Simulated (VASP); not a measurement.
Set up this calculation in VASP 6.6.1, as the native input.

```yaml
Task: relaxation of cell and atoms
Functional: PBE
Potentials_or_basis: VASP PAW PBE potentials, release 64 (Sn_d, O)
Cutoff: 600 eV
k_mesh: 5 × 5 × 4
Occupations: methfessel-paxton, width 0.126 eV
Spin: no spin polarisation
Dipole_correction: no
Further_INCAR_settings: ALGO = Normal; EDIFF = 1e-06; IBRION = 2; EDIFFG = -0.05; NSW = 80; ISIF = 3
```

The structure of SnO (Romarchite) lies in POSCAR:

```
SnO
1.0
    3.7986000000      0.0000000000      0.0000000000
    0.0000000000      3.7986000000      0.0000000000
    0.0000000000      0.0000000000      4.8408000000
Sn O
2 2
Direct
    0.5000000000      0.0000000000      0.2369000000
    0.0000000000      0.5000000000      0.7631000000
    0.0000000000      0.0000000000      0.0000000000
    0.5000000000      0.5000000000      0.0000000000
```

These files were run (other wordings do the same):

INCAR

```
SYSTEM = SnO
PREC = Accurate ; ENCUT = 600
EDIFF = 1E-6 ; ISMEAR = 1
SIGMA = 0.126 ; LREAL = .FALSE.
LASPH = .TRUE. ; NELM = 60
ALGO = Normal ; ISIF = 3
LWAVE = .FALSE. ; LCHARG = .FALSE.
GGA = PE ; IBRION = 2
NSW = 80 ; EDIFFG = -0.05
```

KPOINTS

```
Automatic mesh
0
G
  5 5 4
  0 0 0
```

Potentials or basis: VASP PAW PBE potentials, release 64 (Sn_d, O).

Launch:

```sh
$ cat potpaw_PBE.64/Sn_d/POTCAR potpaw_PBE.64/O/POTCAR > POTCAR
$ mpirun -np 1 vasp_std > vasp.out
```

Results of the run:

* Relaxed volume: 18.50 Å³/atom
* Relaxed cell: a = 3.877 Å, b = 3.877 Å, c = 4.921 Å, α = 90.00°, β = 90.00°, γ = 90.00°
* Space group after relaxing (to 0.05 Å): P4/nmm (No. 129)
* Energy gained by relaxing: 14.5 meV/atom
* Ionic steps: 7
* Pressure after relaxing: 0.0 GPa
* Largest force after relaxing: 0.033 eV/Å
* Band gap on the k mesh: 0.75 eV, indirect (least direct gap 2.00 eV)

Caveat: spin-orbit coupling is left out, which moves the levels of the heavy elements; the relaxation stopped at a loose force limit of 0.05 eV/Å, so its end isn't a converged minimum.

Wall time 86 s on 1 thread of Intel(R) Xeon(R) 6975P-C (Granite Rapids) (shared host), peak memory 0.2 GiB.
